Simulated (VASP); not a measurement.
Runs of VASP 6.6.1 on HPbNO4. The typed cell holds 7 atoms: a = 4.204 Å, b = 4.339 Å, c = 6.729 Å, α = 71.95°, β = 72.29°, γ = 62.23°. 

```csv
level,potentials or basis,k mesh,cutoff (eV),grid for exact exchange (PRECFOCK),share of exact exchange,screening parameter,gap on the mesh (eV),pressure (GPa),largest force (eV/Å)
PBE0,"VASP PAW PBE potentials, release 64 (H, Pb_d, N, O)",3 × 3 × 2,520,Fast,0.25,-,4.92,-3.5,1.06
BLYP,"VASP PAW PBE potentials, release 64 (H, Pb_d, N, O)",5 × 5 × 4,520,-,-,-,2.79,(a),0.89
PBE-based screened hybrid with 25 % exact exchange,"VASP PAW PBE potentials, release 64 (H, Pb_d, N, O)",3 × 3 × 2,520,Fast,0.25,0.3 1/Å,3.90,(b),0.99
PBE,"VASP PAW PBE potentials, release 64 (H_h, Pb_d, N_h, O_h)",8 × 8 × 5,910,-,-,-,2.80,-0.4,0.01
RPBE,"VASP PAW PBE potentials, release 64 (H, Pb_d, N, O)",7 × 7 × 5,520,-,-,-,2.85,3.3,0.67
```

Alike in all rows: task single point; no spin polarisation; cell as given; smearing fermi-dirac 0.05 eV.

**Question.** Estimate the missing entries.

**Answer.** (a) 3.1; (b) -3.1.

Caveats: some runs use coarse meshes; spin-orbit coupling is left out, which moves the levels of the heavy elements; the standard files for N, O and F lose accuracy on very short bonds (at least some runs); the PAW data sets were made with another functional, which shifts forces and pressure a little (at least some runs); the cell stands under pressure (at least some runs).

A k mesh can miss the band edges, and the runs leave out spin-orbit coupling on Pb.
